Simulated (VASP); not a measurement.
Write the native input for VASP 6.6.1 that does the following.

```
Task                   : single point
Functional             : LDA
Potentials or basis    : VASP PAW LDA potentials, release 64 (N)
Cutoff                 : 520 eV
k mesh                 : 12 × 12 × 6
Occupations            : gaussian, width 0.05 eV
Spin                   : collinear spin, ferromagnetic start
Starting moments       : [3.18, 3.18] μB
Dipole correction      : no
Further INCAR settings : ALGO = Normal; EDIFF = 1e-06; NBANDS = 16
```

The structure of N lies in POSCAR:

```
N
1.0
    3.6787201792      0.0000000000      0.0000000000
   -1.8393600896      3.1858651286      0.0000000000
    0.0000000000      0.0000000000      5.7318671606
N
2
Direct
    0.3333333333      0.6666666667      0.2500000000
    0.6666666667      0.3333333333      0.7500000000
```

This cell differs from its parent crystal: ratio of the length along z to the lengths across it x 0.96, volume and fractional coordinates fixed.

The input as run:

INCAR

```
SYSTEM = N
PREC = Accurate
ENCUT = 520
EDIFF = 1E-6
ISMEAR = 0
SIGMA = 0.05
LREAL = .False.
LASPH = .True.
NELM = 150
ALGO = Normal
ISIF = 2
LWAVE = .False.
LCHARG = .False.
ISPIN = 2
MAGMOM = 3.18 3.18
LORBIT = 11
NBANDS = 16
```

KPOINTS

```
Automatic mesh
0
Gamma
  12 12 6
  0 0 0
```

Potentials or basis: VASP PAW LDA potentials, release 64 (N).

Run with:

```sh
$ cat potpaw_LDA.64/N/POTCAR > POTCAR
$ mpirun -np 1 vasp_std > vasp.out
```

Results of the run:

```json
{"Pressure": "-0.4 GPa", "Band gap on the k mesh": "2.08 eV", "Net moment": "6.00 μB per cell", "Site moments": "N +1.93 μB", "Valence electrons inside the program's atomic spheres": "N 3.24"}
```

It took 41 s on 1 thread of Intel(R) Xeon(R) 6975P-C (Granite Rapids), with other jobs on the host, peak memory 0.23 GiB.
